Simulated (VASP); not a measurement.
## I: single point with LDA

I:

```xyz
1
Lattice="3.3435 0.0000 0.0000 0.0000 3.3435 0.0000 0.0000 0.0000 3.3435" Properties=species:S:1:pos:R:3 pbc="T T T"
I     0.0000    0.0000    0.0000
```

| Property | Result |
| --- | --- |
| Program | VASP 6.6.1 |
| Task | single point |
| Functional | LDA |
| Potentials or basis | VASP PAW LDA potentials, release 64 (I) |
| Cutoff | 520 eV |
| k mesh | 13 × 13 × 13 |
| Occupations | fermi-dirac, width 0.05 eV |
| Spin | no spin polarisation |

```
Pressure               : 0.0 GPa
Band gap on the k mesh : zero (an odd number of electrons rules out a gap without spin polarisation)
```

Levels at points of the mesh, in eV from the Fermi level:
| k point | band 2 | band 3 | band 4 | band 5 | band 6 | band 7 |
| --- | --- | --- | --- | --- | --- | --- |
| (0.00, 0.00, 0.00) | -0.20 | -0.20 | -0.20 | 5.25 | 6.25 | 6.25 |

It took 33 s on 1 thread of Intel Xeon 8259CL, with other jobs on the host, peak memory 0.16 GiB.

Caveat: spin-orbit coupling is left out, which moves the levels of the heavy elements; an odd number of electrons without spin polarisation forces a metal; a magnetic or distorted state may lie lower.
